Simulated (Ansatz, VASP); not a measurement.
**Two plane-wave programs on KBr**

```xyz
2
Lattice="0.0000 3.3022 3.3022 3.3022 0.0000 3.3022 3.3022 3.3022 0.0000" Properties=species:S:1:pos:R:3 pbc="T T T"
K     0.0000    0.0000    0.0000
Br    3.3022    3.3022    3.3022
```

Alike in both runs: task single point; functional HSE06; k mesh 4 × 4 × 4; occupations gaussian, width 0.001 eV; no spin polarisation.

|  | VASP | Ansatz |
| --- | --- | --- |
| version | VASP 6.6.1 | Ansatz 0.2.0 |
| potentials or method | VASP PAW PBE potentials, release 64 (K_sv, Br) | plane waves |
| plane-wave cutoff (eV) | 520 | 420 |
| valence electrons in the cell | 16 | 16 |

Ansatz gave:

```
gap on the k mesh at the Fermi level (eV) : 5.60
pressure (GPa)                            : 0.4
```

Task: Estimate VASP's values.

Result: gap on the k mesh at the Fermi level (eV): 5.59; pressure (GPa): 0.5.

Ansatz's warnings: stress exchange threshold loose, stress scf threshold loose.
